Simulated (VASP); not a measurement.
A run of VASP 6.6.1 is set up as follows.

File INCAR:

```
SYSTEM = GaP
  PREC = Accurate
  ENCUT = 520
  EDIFF = 1E-6
  ISMEAR = 0
  SIGMA = 0.05
  LREAL = .FALSE.
  LASPH = .TRUE.
  NELM = 100
  ALGO = Normal
  ISIF = 2
  LWAVE = .FALSE.
  LCHARG = .FALSE.
  GGA = PS
  NBANDS = 16
```

File KPOINTS:

```
regular mesh
0
G
  10 10 10
  0 0 0
```

POSCAR

```
GaP
1.0
    0.0000000000      2.5779843642      2.7930491487
    2.7930491487      0.0000000000      2.7930491487
    2.7930491487      2.5779843642      0.0000000000
Ga P
1 1
Direct
    0.0000000000      0.0000000000      0.0000000000
    0.7500000000      0.7500000000      0.7500000000
```

Potentials or basis: VASP PAW PBE potentials, release 64 (Ga_d, P).

Launch:

```sh
$ cat potpaw_PBE.64/Ga_d/POTCAR potpaw_PBE.64/P/POTCAR > POTCAR
$ mpirun -np 1 vasp_std > vasp.out
```

(1) Predict the pressure.

(2) What does it give for the band gap on the k mesh?

Answers

(1) -0.3 GPa.

(2) 0.74 eV, indirect (least direct gap 1.50 eV).

Caveat: the PAW data sets were made with another functional, which shifts forces and pressure a little.
